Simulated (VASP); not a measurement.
# Al2Cu: single point with PBE

The system is Al2Cu.

```
Al Cu
1.0
     0.00068   -0.00164    4.92575
     3.01977   -3.01996   -2.46387
     6.01068    6.01190    0.00073
Al Cu
8 4
Direct
  0.09156 0.18238 0.25012
  0.59139 0.18198 0.74991
  0.74997 0.50018 0.40880
  0.25003 0.49992 0.90894
  0.74994 0.50000 0.09103
  0.24956 0.49976 0.59100
  0.40916 0.81797 0.25006
  0.90856 0.81785 0.74992
  0.74990 0.99983 0.00017
  0.24995 0.00003 0.49987
  0.24995 0.99997 0.99997
  0.75001 0.00014 0.50023
```

* Program: VASP 6.6.1
* Task: single point
* Functional: PBE
* Potentials or basis: VASP PAW PBE potentials, release 64 (Al, Cu)
* Cutoff: 520 eV
* k mesh: 6 × 6 × 4
* Occupations: gaussian, width 0.2 eV
* Spin: no spin polarisation

```json
{
  "Pressure": "0.2 GPa",
  "Largest force": "0.020 eV/Å",
  "Band gap on the k mesh": "zero (bands 34 and 35 overlap by 1.83 eV)"
}
```

Forces in eV/Å, atoms in the order of the input:
```
Al   0.002 -0.008 -0.008
Al   0.016 -0.002 -0.013
Al  -0.006 -0.001  0.000
Al  -0.007 -0.007 -0.003
Al   0.004  0.006  0.003
Al   0.015  0.002  0.005
Al  -0.008  0.006  0.000
Al  -0.005  0.013  0.011
Cu   0.000 -0.007  0.001
Cu   0.004  0.006  0.003
Cu  -0.003 -0.002  0.002
Cu  -0.013 -0.006 -0.002
```

Levels at points of the mesh, in eV from the Fermi level:
```
           k point  band 32  band 33  band 34  band 35  band 36  band 37
(0.00, 0.00, 0.00)    -1.20    -1.19    -0.96    -0.80    -0.72    -0.35
(0.50, 0.00, 0.00)    -1.73    -0.14    -0.14     0.11     0.11     3.02
(0.00, 0.50, 0.00)    -1.22    -0.91    -0.73     0.93     1.42     2.54
(0.50, 0.50, 0.00)    -1.73    -0.14    -0.14     0.11     0.11     3.02
(0.00, 0.00, 0.50)    -1.23    -0.91    -0.90    -0.87    -0.87     1.82
(0.50, 0.00, 0.50)    -2.55     0.31     0.31     0.31     0.31     4.10
(0.00, 0.50, 0.50)    -2.02     0.33     0.33     0.57     0.57     3.53
(0.50, 0.50, 0.50)    -2.55     0.31     0.31     0.31     0.32     4.11
```

Wall time 7.5 min on 1 thread of Intel(R) Xeon(R) 6975P-C (Granite Rapids) (shared host), peak memory 0.62 GiB.
